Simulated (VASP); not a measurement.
Set up this calculation in VASP 6.6.1, as the native input.

* Task: relaxation of cell and atoms
* Functional: PBE
* Potentials or basis: VASP PAW PBE potentials, release 64 (Cs_sv, Sb_d_GW)
* Cutoff: 500 eV
* k mesh: 4 × 4 × 4
* Occupations: gaussian, width 0.1 eV
* Spin: no spin polarisation
* Dipole correction: no
* Further INCAR settings: ALGO = Normal; EDIFF = 1e-07; IBRION = 2; EDIFFG = -0.04; NSW = 90; ISIF = 3

The structure of Cs4Sb lies in POSCAR:

```
Cs4Sb
1.0
   -3.3992013300      3.3992013300      3.3992013300
    3.3992013300     -3.3992013300      3.3992013300
    3.3992013300      3.3992013300     -3.3992013300
Cs Sb
4 1
Direct
    0.5000000000      0.5000000000      0.5000000000
    0.0000000000      0.0000000000      0.5000000000
    0.0000000000      0.5000000000      0.0000000000
    0.5000000000      0.0000000000      0.0000000000
    0.0000000000      0.0000000000      0.0000000000
```

The cell was built from a structure type or drawn by symmetry, and may not be a known phase.

These files were run (other wordings do the same):

INCAR

```
SYSTEM = Cs4Sb
  ALGO = Normal
  EDIFF = 1E-7
  EDIFFG = -0.04
  ENCUT = 500
  GGA = PE
  GGA_COMPAT = .False.
  IBRION = 2
  ISIF = 3
  ISMEAR = 0
  LASPH = .True.
  LCHARG = .False.
  LREAL = .False.
  LWAVE = .False.
  NELM = 120
  NELMIN = 4
  NSW = 90
  PREC = Accurate
  SIGMA = 0.1
```

KPOINTS

```
k-points
0
Gamma
  4 4 4
  0 0 0
```

Potentials or basis: VASP PAW PBE potentials, release 64 (Cs_sv, Sb_d_GW).

Launch:

```console
$ cat potpaw_PBE.64/Cs_sv/POTCAR potpaw_PBE.64/Sb_d_GW/POTCAR > POTCAR
$ mpirun -np 1 vasp_std > vasp.out
```

Results of the run:

| Item | Value |
| --- | --- |
| Relaxed volume | 78.08 Å³/atom |
| Relaxed cell | a = 7.975 Å, b = 7.975 Å, c = 7.975 Å, α = 109.47°, β = 109.47°, γ = 109.47° |
| Space group after relaxing (to 0.1 Å) | Im-3m (No. 229) |
| Energy gained by relaxing | 1849.2 meV/atom |
| Ionic steps | 5 |
| Pressure after relaxing | 0.0 GPa |
| Band gap on the k mesh | zero (an odd number of electrons rules out a gap without spin polarisation) |

Caveat: the volume moved by over 15 % at a fixed basis, so the end points are rough; spin-orbit coupling is left out, which moves the levels of the heavy elements.

It took 4.9 min on 1 thread of Intel(R) Xeon(R) Platinum 8488C (Sapphire Rapids), with other jobs on the host, peak memory 0.35 GiB.
